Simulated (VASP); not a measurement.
# TiC (Fm-3m) in VASP: density of states with PBE

Aim: the density of states of TiC with PBE.

All numbers are computed with VASP 6.6.1; they aren't measurements. Logs are shortened: lines on timing, memory, paths and dates and some standing lists are left out, and cuts for length are marked.

## Step 1: The cell of the first run

It takes space group Fm-3m (No. 225, cubic). The conventional cell has a = 4.333 Å, b = 4.333 Å, c = 4.333 Å, α = 90.00°, β = 90.00°, γ = 90.00°. Ti (site symmetry m-3m) has 6 C at 2.17 Å within 2.9 Å. C (site symmetry m-3m) has 6 Ti at 2.17 Å within 2.9 Å.

## Step 2: Density of states, PBE

POSCAR reads:

```
TiC
1.0
    0.0000000000      2.1664107360      2.1664107360
    2.1664107360      0.0000000000      2.1664107360
    2.1664107360      2.1664107360      0.0000000000
Ti C
1 1
Direct
    0.0000000000      0.0000000000      0.0000000000
    0.5000000000      0.5000000000      0.5000000000
```

INCAR.step1 reads:

```
PREC     = Accurate       # precision mode
ENCUT    = 520            # plane-wave cutoff, eV
EDIFF    = 1E-6           # SCF threshold, eV
ISMEAR   = 0              # smearing method
SIGMA    = 0.1            # smearing width, eV
LREAL    = False          # projectors in reciprocal space
LASPH    = True           # aspherical terms in the spheres
NELM     = 60             # most SCF steps
ALGO     = Normal         # electronic algorithm
ISIF     = 2              # what is computed and relaxed
LWAVE    = False          # write WAVECAR
LCHARG   = True           # write CHGCAR
LMAXMIX  = 4              # l up to which the mixer works
GGA      = PE             # functional
NBANDS   = 15             # bands
```

KPOINTS.step1 reads:

```
Automatic mesh
0
Gamma
  16 16 16
```

INCAR.step2 reads:

```
PREC     = Accurate       # precision mode
ENCUT    = 520            # plane-wave cutoff, eV
EDIFF    = 1E-6           # SCF threshold, eV
ISMEAR   = -5             # smearing method
SIGMA    = 0.1            # smearing width, eV
LREAL    = False          # projectors in reciprocal space
LASPH    = True           # aspherical terms in the spheres
NELM     = 60             # most SCF steps
ALGO     = Normal         # electronic algorithm
ISIF     = 2              # what is computed and relaxed
LWAVE    = False          # write WAVECAR
LCHARG   = False          # write CHGCAR
LMAXMIX  = 4              # l up to which the mixer works
GGA      = PE             # functional
LORBIT   = 11             # projections on sites
NEDOS    = 2001           # points of the DOS
ICHARG   = 11             # starting density
```

KPOINTS.step2 reads:

```
Automatic mesh
0
Gamma
  24 24 24
```

Potentials or basis: VASP PAW PBE potentials, release 64 (Ti_sv, C).

Command:

```console
$ cat potpaw_PBE.64/Ti_sv/POTCAR potpaw_PBE.64/C/POTCAR > POTCAR
$ cp INCAR.step1 INCAR
$ cp KPOINTS.step1 KPOINTS
$ mpirun -np 1 vasp_std > vasp.out
$ cp INCAR.step2 INCAR
$ cp KPOINTS.step2 KPOINTS
$ mpirun -np 1 vasp_std > vasp.out
```

OUTCAR:

```text
PREC = Accurate
   ENCUT = 520
   EDIFF = 1E-6
   ISMEAR = -5
   LREAL = False
   LASPH = True
   NELM = 60
   ISIF = 2
   GGA = PE
   LORBIT = 11
   ICHARG = 11

 ion  position               nearest neighbor table
   1  0.000  0.000  0.000-   2 2.17   2 2.17   2 2.17   2 2.17   2 2.17   2 2.17
   2  0.500  0.500  0.500-   1 2.17   1 2.17   1 2.17   1 2.17   1 2.17   1 2.17

  LATTYP: Found a face centered cubic cell.
 ALAT       =     4.3328214720

  Lattice vectors:

 A1 = (   0.0000000000,   2.1664107360,   2.1664107360)
 A2 = (   2.1664107360,   0.0000000000,   2.1664107360)
 A3 = (   2.1664107360,   2.1664107360,   0.0000000000)

Analysis of symmetry for initial positions (statically):
=====================================================================
 Subroutine PRICEL returns:
 Original cell was already a primitive cell.

 Routine SETGRP: Setting up the symmetry group for a
 face centered cubic supercell.

 Subroutine GETGRP returns: Found 48 space group operations
 (whereof 48 operations were pure point group operations)
 out of a pool of 48 trial point group operations.

The static configuration has the point symmetry O_h .

Analysis of symmetry for dynamics (positions and initial velocities):
=====================================================================
 Subroutine PRICEL returns:
 Original cell was already a primitive cell.

 Routine SETGRP: Setting up the symmetry group for a
 face centered cubic supercell.

 Subroutine GETGRP returns: Found 48 space group operations
 (whereof 48 operations were pure point group operations)
 out of a pool of 48 trial point group operations.

The dynamic configuration has the point symmetry O_h .

 Subroutine INISYM returns: Found 48 space group operations
 (whereof 48 operations are pure point group operations),
 and found     1 'primitive' translations

----------------------------------------------------------------------------------------

                                     Primitive cell

  volume of cell :      20.3354

  direct lattice vectors                    reciprocal lattice vectors
     0.000000000  2.166410736  2.166410736    -0.230796493  0.230796493  0.230796493
     2.166410736  0.000000000  2.166410736     0.230796493 -0.230796493  0.230796493
     2.166410736  2.166410736  0.000000000     0.230796493  0.230796493 -0.230796493

  length of vectors
[... 99 lines left out ...]
   ISMEAR =    -5;   SIGMA  =   0.10  broadening in eV -4-tet -1-fermi 0-gaus
   EFERMI_NEDOS =   21; number of points for ismear=-14 and -15
   IALGO  =     38    algorithm
   IMIX   =      4    mixing-type and parameters
     AMIX     =   0.40;   BMIX     =  1.00
     AMIX_MAG =   1.60;   BMIX_MAG =  1.00
  volume/ion in A,a.u.               =      10.17        68.61
  Fermi-wavevector in a.u.,A,eV,Ry     =   1.511346  2.856031 31.077993  2.284168
  Thomas-Fermi vector in A             =   2.621416
   LORBIT       =     11    0 simple, 1 ext, 2 COOP (PROOUT), +10 PAW based schemes
   GGA     = PE    functional components
   LHFCALC =     F    Hartree Fock is set to
   AEXX    =    0.0000 exact exchange contribution
   IVDW    =     0    specifies the selected vdW correction
   LEPSILON=     F    determine dielectric tensor
   LRPA    =     F    only Hartree local field effects (RPA)
 non-spin polarized calculation
 Fermi weights with tetrahedron method with Bloechl corrections
  energy-cutoff  :      520.00
  volume of cell :       20.34
 maximum number of plane-waves:       568

 number of electron      16.0000000 magnetization

 Free energy of the ion-electron system (eV)
  ---------------------------------------------------
  ext. energy  EPLUGINS =         0.00000000
  ---------------------------------------------------
  free energy    TOTEN  =       -18.70941647 eV

  energy without entropy =      -18.70941647  energy(sigma->0) =      -18.70941647

 E-fermi :   9.4176     XC(G=0): -12.6930

 val. band max:        9.4399115901   @ k =   0.0833   0.0417   0.0000
 cond. band min:       9.4070270985   @ k =   0.1667   0.1667   0.0000
 fundamental gap:     -0.0328844916
 Fermi energy:         9.4175834525

 k-point     1 :       0.0000    0.0000    0.0000
  band No.  band energies     occupation
      1     -47.1911      2.00000
      2     -23.2157      2.00000
      3     -23.2157      2.00000
      4     -23.2157      2.00000
      5      -2.9913      2.00000
      6      10.0940      0.00000
      7      10.0940      0.00000
      8      10.0940      0.00000
      9      11.0771      0.00000
     10      11.0771      0.00000
     11      11.0771      0.00000
     12      11.1115      0.00000
[... 331 lines left out ...]
 k-point    24 :       0.4583    0.0417    0.0000
  band No.  band energies     occupation
      1     -47.1203      2.00000
      2     -23.6924      2.00000
      3     -23.2659      2.00000
      4     -23.2656      2.00000
      5       0.2585      2.00000
      6       3.8604      2.00000
      7       6.5411      2.00000
      8       6.6179      2.00000
      9      12.1435      0.00000
     10      12.2899      0.00000
     11      13.3565      0.00000
     12      17.2716      0.00000

 [... further k-points ...]

------------------------ aborting loop because EDIFF is reached ----------------------------------------

  FORCE on cell =-STRESS in cart. coord.  units (eV):
  Direction    XX          YY          ZZ          XY          YZ          ZX
  --------------------------------------------------------------------------------------
  -------------------------------------------------------------------------------------
  Total        0.0280357      0.0280357      0.0280357      0.0000000      0.0000000     -0.0000000
  in kB        2.2088660      2.2088660      2.2088660      0.0000000      0.0000000     -0.0000000
  external PRESSURE =       2.2088660 kB  Pullay stress =       0.0000000 kB

 VOLUME and BASIS-vectors are now :
 -----------------------------------------------------------------------------
  energy-cutoff  :      520.00
  volume of cell :       20.34
      direct lattice vectors                 reciprocal lattice vectors
     0.000000000  2.166410736  2.166410736    -0.230796493  0.230796493  0.230796493
     2.166410736  0.000000000  2.166410736     0.230796493 -0.230796493  0.230796493
     2.166410736  2.166410736  0.000000000     0.230796493  0.230796493 -0.230796493

 POSITION                                       TOTAL-FORCE (eV/Angst)
 -----------------------------------------------------------------------------------
      0.00000      0.00000      0.00000         0.000000     -0.000000      0.000000
      2.16641      2.16641      2.16641        -0.000000      0.000000     -0.000000
 -----------------------------------------------------------------------------------
    total drift:                               -0.000000     -0.000000     -0.000000

  FREE ENERGIE OF THE ION-ELECTRON SYSTEM (eV)
  ---------------------------------------------------
  free  energy   TOTEN  =       -18.7094164722 eV

  energy  without entropy=      -18.7094164722  energy(sigma->0) =      -18.70941647

 total charge

# of ion       s       p       d       tot
------------------------------------------
    1        2.198   6.246   1.950  10.395
    2        0.896   1.504   0.000   2.400
--------------------------------------------------
tot          3.095   7.750   1.950  12.795
```

OUTCAR.step1:

```text
PREC = Accurate
   ENCUT = 520
   EDIFF = 1E-6
   ISMEAR = 0
   LREAL = False
[... 654 lines left out ...]
      0.00000      0.00000      0.00000         0.000000      0.000000     -0.000000
      2.16641      2.16641      2.16641         0.000000      0.000000      0.000000
 -----------------------------------------------------------------------------------
    total drift:                                0.000000     -0.000000     -0.000000

  FREE ENERGIE OF THE ION-ELECTRON SYSTEM (eV)
  ---------------------------------------------------
  free  energy   TOTEN  =       -18.7095265877 eV

  energy  without entropy=      -18.7074904197  energy(sigma->0) =      -18.70850850
```

OSZICAR.step1:

```text
N       E                     dE             d eps       ncg     rms          rms(c)
DAV:   1     0.119115527182E+03    0.11912E+03   -0.79589E+03  4357   0.128E+03
DAV:   2    -0.166464082436E+02   -0.13576E+03   -0.12690E+03  4651   0.338E+02
DAV:   3    -0.240883821452E+02   -0.74420E+01   -0.73225E+01  5725   0.774E+01
DAV:   4    -0.243199134146E+02   -0.23153E+00   -0.23133E+00  5335   0.126E+01
DAV:   5    -0.243249526279E+02   -0.50392E-02   -0.50385E-02  5759   0.164E+00    0.187E+01
DAV:   6    -0.193346899598E+02    0.49903E+01   -0.11846E+01  6205   0.563E+01    0.695E+00
DAV:   7    -0.187464412766E+02    0.58825E+00   -0.21692E+00  5112   0.208E+01    0.498E+00
DAV:   8    -0.187220374125E+02    0.24404E-01   -0.10981E-01  4885   0.346E+00    0.345E+00
DAV:   9    -0.187130108866E+02    0.90265E-02   -0.96658E-02  5821   0.432E+00    0.744E-01
DAV:  10    -0.187116736025E+02    0.13373E-02   -0.11736E-02  5799   0.138E+00    0.644E-01
DAV:  11    -0.187096901124E+02    0.19835E-02   -0.28243E-03  4980   0.752E-01    0.195E-01
DAV:  12    -0.187095356416E+02    0.15447E-03   -0.31437E-04  5874   0.239E-01    0.420E-02
DAV:  13    -0.187095264060E+02    0.92356E-05   -0.50210E-05  4882   0.660E-02    0.605E-03
DAV:  14    -0.187095265877E+02   -0.18174E-06   -0.12430E-06  4109   0.110E-02
   1 F= -.18709527E+02 E0= -.18708509E+02  d E =-.203617E-02
```

Run time: 2.9 min. Hardware: 1 thread of AMD EPYC 7R13, shared host; peak memory 0.2 GiB.

What came out:

```
Valence electrons inside the program's atomic spheres : Ti 10.39; C 2.40
```

Levels at points of the mesh, in eV from the Fermi level:
```tsv
k point	band 6	band 7	band 8	band 9	band 10	band 11
(0.00, 0.00, 0.00)	0.68	0.68	0.68	1.66	1.66	1.66
(0.50, 0.00, 0.00)	-5.85	-2.91	-2.91	2.89	2.89	4.07
(0.50, 0.50, 0.00)	-3.45	-1.63	-0.05	-0.05	2.69	3.49
```

Caveat: tetrahedron occupations give inexact forces and stress in metals.
